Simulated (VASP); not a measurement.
# Pt10CO in VASP: single point with PBE

Aim: the single point of Pt10CO with PBE.

Program: VASP 6.6.1. These are calculated values, not measurements. Logs are shortened: lines on timing, memory, paths and dates and some standing lists are left out, and cuts for length are marked.

## Step 1: The cell of the first run

The cell holds a slab with vacuum, 24 atoms: a = 5.549 Å, b = 4.806 Å, c = 28.062 Å, α = 90.00°, β = 90.00°, γ = 90.00°.

## Step 2: Single point, PBE

File INCAR:

```
SYSTEM = Pt10CO
PREC = Accurate ; ENCUT = 520
EDIFF = 1E-6 ; ISMEAR = 0
SIGMA = 0.1 ; LREAL = .False.
LASPH = .True. ; NELM = 120
ALGO = Normal ; ISIF = 2
LWAVE = .False. ; LCHARG = .False.
LDIPOL = .True. ; IDIPOL = 3
DIPOL = 0.5 0.5 0.540 ; GGA = PE
NBANDS = 128 ; GGA_COMPAT = .False.
NELMDL = -8 ; KPAR = 4
```

File KPOINTS:

```
regular mesh
0
Gamma
  8 9 1
  0 0 0
```

File POSCAR:

```
Pt10CO
1.0
    5.5493740188      0.0000000000      0.0000000000
    0.0000000000      4.8058988753      0.0000000000
    0.0000000000      0.0000000000     28.0620898252
Pt C O
20 2 2
Direct
    0.0009240585     -0.0048753037      0.3316403406
    0.2500000000      0.4963164567      0.3317580573
    0.4990759415     -0.0048753037      0.3316403406
    0.7500000000      0.4945915482      0.3310656783
    0.2500000000      0.1654996131      0.4157003314
    0.4998455493      0.6653213644      0.4152008839
    0.7500000000      0.1658811602      0.4144983703
    0.0001544507      0.6653213644      0.4152008839
    0.4982274613      0.3343385824      0.4976409196
    0.7500000000      0.8371505461      0.4968392950
    0.0017725387      0.3343385824      0.4976409196
    0.2500000000      0.8309727004      0.4993632925
    0.0036983061      0.0017465900      0.5808629238
    0.2500000000      0.5000931328      0.5850129490
    0.4963016939      0.0017465900      0.5808629238
    0.7500000000      0.5067579926      0.5779220064
    0.2500000000      0.1715603127      0.6710390144
    0.5041651726      0.6690103533      0.6682073540
    0.7500000000      0.1717756842      0.6591651450
   -0.0041651726      0.6690103533      0.6682073540
    0.2500000000      0.1545967064      0.7367612914
    0.7500000000      0.6777122903      0.7210890993
    0.2500000000      0.1497444365      0.7776469229
    0.7500000000      0.6795975803      0.7630364361
```

Potentials or basis: VASP PAW PBE potentials, release 64 (Pt, C, O).

The run is started by

```sh
$ cat potpaw_PBE.64/Pt/POTCAR potpaw_PBE.64/C/POTCAR potpaw_PBE.64/O/POTCAR > POTCAR
$ mpirun -np 4 vasp_std > vasp.out
```

OUTCAR:

```text
SYSTEM = Pt10CO
   PREC = Accurate
   ENCUT = 520
   EDIFF = 1E-6
   ISMEAR = 0
   LREAL = .False.
   LASPH = .True.
   NELM = 120
   ISIF = 2
   GGA = PE
   NELMDL = -8

 ion  position               nearest neighbor table
   1  0.001  0.995  0.332-   3 2.76   2 2.77   4 2.78   2 2.78   4 2.78   3 2.78   8 2.83   7 2.83
                             5 2.85
   2  0.250  0.496  0.332-   1 2.77   3 2.77   4 2.77   4 2.77   3 2.78   1 2.78   8 2.84   6 2.84
                             5 2.84
   3  0.499  0.995  0.332-   1 2.76   2 2.77   4 2.78   2 2.78   4 2.78   1 2.78   6 2.83   7 2.83
                             5 2.85
   4  0.750  0.495  0.331-   2 2.77   2 2.77   3 2.78   1 2.78   1 2.78   3 2.78   7 2.82   8 2.86
                             6 2.86
   5  0.250  0.165  0.416-   6 2.77   8 2.77   7 2.77   7 2.77   8 2.78   6 2.78  11 2.80   9 2.80
                             2 2.84  12 2.85   3 2.85   1 2.85
   6  0.500  0.665  0.415-   7 2.77   8 2.77   5 2.77   5 2.78   8 2.78   7 2.78  10 2.80   9 2.81
                             3 2.83   2 2.84  12 2.85   4 2.86
   7  0.750  0.166  0.414-   6 2.77   8 2.77   5 2.77   5 2.77   8 2.78   6 2.78  10 2.80   4 2.82
                             1 2.83   3 2.83  11 2.84   9 2.84
   8  0.000  0.665  0.415-   7 2.77   6 2.77   5 2.77   5 2.78   6 2.78   7 2.78  10 2.80  11 2.81
                             1 2.83   2 2.84  12 2.85   4 2.86
   9  0.498  0.334  0.498-  11 2.76  12 2.76  10 2.77  16 2.78  12 2.78  10 2.79  11 2.79   5 2.80
[... 8 lines left out ...]
                            11 2.83  10 2.86  20 2.93  17 2.99
  14  0.250  0.500  0.585-  13 2.76  15 2.76  13 2.77  15 2.77  16 2.78  16 2.78  20 2.85  18 2.85
                            12 2.88  17 2.88   9 2.92  11 2.92
  15  0.496  0.002  0.581-  13 2.73  19 2.73  14 2.76  16 2.77  14 2.77  12 2.79  16 2.81  13 2.82
                             9 2.83  10 2.86  18 2.93  17 2.99
  16  0.750  0.507  0.578-  13 2.77  15 2.77  10 2.77   9 2.78  11 2.78  14 2.78  14 2.78  19 2.79
                            15 2.81  13 2.81  20 2.98  18 2.98
  17  0.250  0.172  0.671-  21 1.85  20 2.78  18 2.78  19 2.79  19 2.79  20 2.80  18 2.80  14 2.88
                            15 2.99  13 2.99
  18  0.504  0.669  0.668-  22 2.02  20 2.73  19 2.76  17 2.78  19 2.79  17 2.80  20 2.82  14 2.85
                            15 2.93  16 2.98
  19  0.750  0.172  0.659-  13 2.73  15 2.73  18 2.76  20 2.76  18 2.79  20 2.79  16 2.79  17 2.79
                            17 2.79
  20  0.996  0.669  0.668-  22 2.02  18 2.73  19 2.76  17 2.78  19 2.79  17 2.80  18 2.82  14 2.85
                            13 2.93  16 2.98
  21  0.250  0.155  0.737-  23 1.15  17 1.85
  22  0.750  0.678  0.721-  24 1.18  20 2.02  18 2.02
  23  0.250  0.150  0.778-  21 1.15
  24  0.750  0.680  0.763-  22 1.18

  LATTYP: Found a simple orthorhombic cell.
 ALAT       =     4.8058988753
 B/A-ratio  =     1.1547005384
 C/A-ratio  =     5.8390928634

  Lattice vectors:

 A1 = (   0.0000000000,  -4.8058988753,   0.0000000000)
 A2 = (   5.5493740188,   0.0000000000,   0.0000000000)
 A3 = (   0.0000000000,   0.0000000000,  28.0620898252)

Analysis of symmetry for initial positions (statically):
=====================================================================
 Subroutine PRICEL returns:
 Original cell was already a primitive cell.

 Routine SETGRP: Setting up the symmetry group for a
 simple orthorhombic supercell.

 Subroutine GETGRP returns: Found  2 space group operations
 (whereof  1 operations were pure point group operations)
 out of a pool of  8 trial point group operations.

The static configuration has the point symmetry C_1 .
 The point group associated with its full space group is C_1h.

Analysis of symmetry for dynamics (positions and initial velocities):
=====================================================================
 Subroutine PRICEL returns:
 Original cell was already a primitive cell.

 Routine SETGRP: Setting up the symmetry group for a
 simple orthorhombic supercell.

 Subroutine GETGRP returns: Found  2 space group operations
 (whereof  1 operations were pure point group operations)
 out of a pool of  8 trial point group operations.

The dynamic configuration has the point symmetry C_1 .
 The point group associated with its full space group is C_1h.

 Subroutine INISYM returns: Found  2 space group operations
 (whereof  1 operations are pure point group operations),
 and found     1 'primitive' translations

----------------------------------------------------------------------------------------

                                     Primitive cell

  volume of cell :     748.4084

  direct lattice vectors                    reciprocal lattice vectors
[... 80 lines left out ...]

 Subroutine IBZKPT returns following result:
 ===========================================

 Found     25 irreducible k-points:

 Following reciprocal coordinates:
            Coordinates               Weight
  0.000000  0.000000  0.000000      1.000000
  0.125000  0.000000  0.000000      2.000000
  0.250000  0.000000  0.000000      2.000000
  0.375000  0.000000  0.000000      2.000000
  0.500000  0.000000  0.000000      1.000000
  0.000000  0.111111  0.000000      2.000000
[... 16 lines left out ...]
  0.250000  0.444444  0.000000      4.000000
  0.375000  0.444444  0.000000      4.000000
   k-points           NKPTS =     25   k-points in BZ     NKDIM =     25   number of bands    NBANDS=    128
   number of dos      NEDOS =    301   number of ions     NIONS =     24
   total plane-waves  NPLWV = 317520
   dimension x,y,z NGX =    42 NGY =   36 NGZ =  210
   dimension x,y,z NGXF=    84 NGYF=   72 NGZF=  420
   ions per type =              20   2   2
   NGX,Y,Z   is equivalent  to a cutoff of  12.58, 12.45, 12.44 a.u.
   NGXF,Y,Z  is equivalent  to a cutoff of  25.16, 24.91, 24.88 a.u.
 SYSTEM =  Pt10CO
   PREC   = accura    normal or accurate (medium, high low for compatibility)
   ISTART =      0    job   : 0-new  1-cont  2-samecut
   ICHARG =      2    charge: 1-file 2-atom 10-const
   ISPIN  =      1    spin polarized calculation?
   LNONCOLLINEAR =      F non collinear calculations
   LSORBIT =      F    spin-orbit coupling
   LASPH  =      T    aspherical Exc in radial PAW
   ENCUT  =  520.0 eV  38.22 Ry    6.18 a.u.  10.32  8.94 52.18*2*pi/ulx,y,z
   NELM   =    120;   NELMIN=  2; NELMDL= -8     # of ELM steps
   EDIFF  = 0.1E-05   stopping-criterion for ELM
   LREAL  =      F    real-space projection
   EDIFFG = 0.1E-04   stopping-criterion for IOM
   NSW    =      0    number of steps for IOM
   IBRION =     -1    ionic relax: 0-MD 1-quasi-New 2-CG
   NFREE  =      0    steps in history (QN), initial steepest desc. (CG)
   ISIF   =      2    stress and relaxation
   ISYM   =      2    0-nonsym 1-usesym 2-fastsym
   POTIM  = 0.5000    time-step for ionic-motion
   TEBEG  =    0.0;   TEEND  =   0.0 temperature during run
   PSTRESS=    0.0 pullay stress
   NELECT =     220.0000    total number of electrons
   NUPDOWN=      -1.0000    fix difference up-down
   EMIN   =  10.00;   EMAX   =-10.00  energy-range for DOS
   EFERMI =   0.00;   METHOD = LEGACY
   ISMEAR =     0;   SIGMA  =   0.10  broadening in eV -4-tet -1-fermi 0-gaus
   EFERMI_NEDOS =   21; number of points for ismear=-14 and -15
   IALGO  =     38    algorithm
   IMIX   =      4    mixing-type and parameters
     AMIX     =   0.40;   BMIX     =  1.00
     AMIX_MAG =   1.60;   BMIX_MAG =  1.00
  volume/ion in A,a.u.               =      31.18       210.44
  Fermi-wavevector in a.u.,A,eV,Ry     =   1.088519  2.057003 16.121196  1.184875
  Thomas-Fermi vector in A             =   2.224703
   LORBIT       =      0    0 simple, 1 ext, 2 COOP (PROOUT), +10 PAW based schemes
   GGA     = PE    functional components
   LHFCALC =     F    Hartree Fock is set to
   AEXX    =    0.0000 exact exchange contribution
   IVDW    =     0    specifies the selected vdW correction
   LEPSILON=     F    determine dielectric tensor
   LRPA    =     F    only Hartree local field effects (RPA)
 non-spin polarized calculation
 Gauss-broadening in eV      SIGMA  =   0.10
  energy-cutoff  :      520.00
  volume of cell :      748.41
 maximum number of plane-waves:     20195
 NGX is ok and might be reduce to    42
   NGX = 21   NGY = 17   NGZ =105

 dipolmoment           0.000000      0.000000     -0.000057 electrons x Angstroem

 number of electron     220.0000019 magnetization

 dipolmoment           0.000000      0.000000      0.057475 electrons x Angstroem

 Free energy of the ion-electron system (eV)
  ---------------------------------------------------
  ext. energy  EPLUGINS =         0.00000000
  ---------------------------------------------------
  free energy    TOTEN  =      -150.11791961 eV

  energy without entropy =     -149.93657043  energy(sigma->0) =     -150.02724502

 E-fermi :   1.4236     XC(G=0):  -6.7028

 val. band max:        1.4214878543   @ k =   0.2500   0.1111   0.0000
 cond. band min:       1.4257361218   @ k =   0.1250   0.0000   0.0000
 fundamental gap:      0.0042482675
 Fermi energy:         1.4236230659

 k-point     1 :       0.0000    0.0000    0.0000
  band No.  band energies     occupation
      1     -22.5501      2.00000
      2     -21.3293      2.00000
      3      -9.3061      2.00000
      4      -8.6776      2.00000
      5      -7.9965      2.00000
      6      -7.0168      2.00000
[... 2989 lines left out ...]
    121       2.4830      0.00000
    122       2.6168      0.00000

 [... further k-points ...]

 [bands above 122 left out]

------------------------ aborting loop because EDIFF is reached ----------------------------------------

 vacuum level on the upper side and lower side of the slab       (xc-potential included)         0.013        -0.364

  FORCE on cell =-STRESS in cart. coord.  units (eV):
  Direction    XX          YY          ZZ          XY          YZ          ZX
  --------------------------------------------------------------------------------------
  -------------------------------------------------------------------------------------
  Total       -7.1011415     -6.1654290      0.8707921      0.0000000     -0.0347631      0.0000000
  in kB      -15.2019785    -13.1988243      1.8641738      0.0000000     -0.0744201      0.0000000
  external PRESSURE =      -8.8455430 kB  Pullay stress =       0.0000000 kB

 VOLUME and BASIS-vectors are now :
 -----------------------------------------------------------------------------
  energy-cutoff  :      520.00
  volume of cell :      748.41
      direct lattice vectors                 reciprocal lattice vectors
     5.549374019  0.000000000  0.000000000     0.180200505  0.000000000  0.000000000
     0.000000000  4.805898875  0.000000000     0.000000000  0.208077620  0.000000000
     0.000000000  0.000000000 28.062089825     0.000000000  0.000000000  0.035635265

 POSITION                                       TOTAL-FORCE (eV/Angst)
 -----------------------------------------------------------------------------------
      0.00513      4.78247      9.30652        -0.000255     -0.000037      0.022266
      1.38734      2.38525      9.30982         0.000000      0.001812      0.022098
      2.76956      4.78247      9.30652         0.000255     -0.000037      0.022266
      4.16203      2.37696      9.29039         0.000000     -0.000911      0.021536
      1.38734      0.79537     11.66542         0.000000      0.000097     -0.001740
      2.77383      3.19747     11.65140         0.000880     -0.000078     -0.001675
[... 16 lines left out ...]
      1.38734      0.71966     21.82240         0.000000     -0.017185      0.844124
      4.16203      3.26608     21.41240         0.000000      0.003726      0.681317
 -----------------------------------------------------------------------------------
    total drift:                                0.000000     -0.000514      0.000070

  FREE ENERGIE OF THE ION-ELECTRON SYSTEM (eV)
  ---------------------------------------------------
  free  energy   TOTEN  =      -150.1179196098 eV

  energy  without entropy=     -149.9365704287  energy(sigma->0) =     -150.02724502

 vacuum level on the upper side and lower side of the slab         7.398         7.014
```

It took 1.5 h on 4 MPI ranks of Intel Xeon Platinum 8488C (Sapphire Rapids), shared host; peak memory 1.8 GiB.

What came out:

| Quantity | Value |
| --- | --- |
| Free energy | -150.1179 eV |
| Largest force | 0.844 eV/Å |
| Band gap on the k mesh | zero (bands 110 and 111 overlap by 0.53 eV) |

Forces on the atoms (eV/Å):
```
Pt   0.000  0.000  0.022
Pt   0.000  0.002  0.022
Pt   0.000  0.000  0.022
Pt   0.000 -0.001  0.022
Pt   0.000  0.000 -0.002
Pt   0.001  0.000 -0.002
Pt   0.000  0.001 -0.002
Pt  -0.001  0.000 -0.002
Pt   0.002  0.000 -0.002
Pt   0.000 -0.002 -0.001
Pt  -0.002  0.000 -0.002
Pt   0.000  0.001  0.001
Pt   0.002  0.002 -0.002
Pt   0.000 -0.001  0.007
Pt  -0.002  0.002 -0.002
Pt   0.000  0.000 -0.005
Pt   0.000  0.011 -0.083
Pt  -0.028 -0.005 -0.046
Pt   0.000 -0.002 -0.019
Pt   0.028 -0.005 -0.046
C    0.000  0.013 -0.782
C    0.000 -0.001 -0.623
O    0.000 -0.017  0.844
O    0.000  0.004  0.681
```

Caveat: spin-orbit coupling is left out, which moves the levels of the heavy elements.
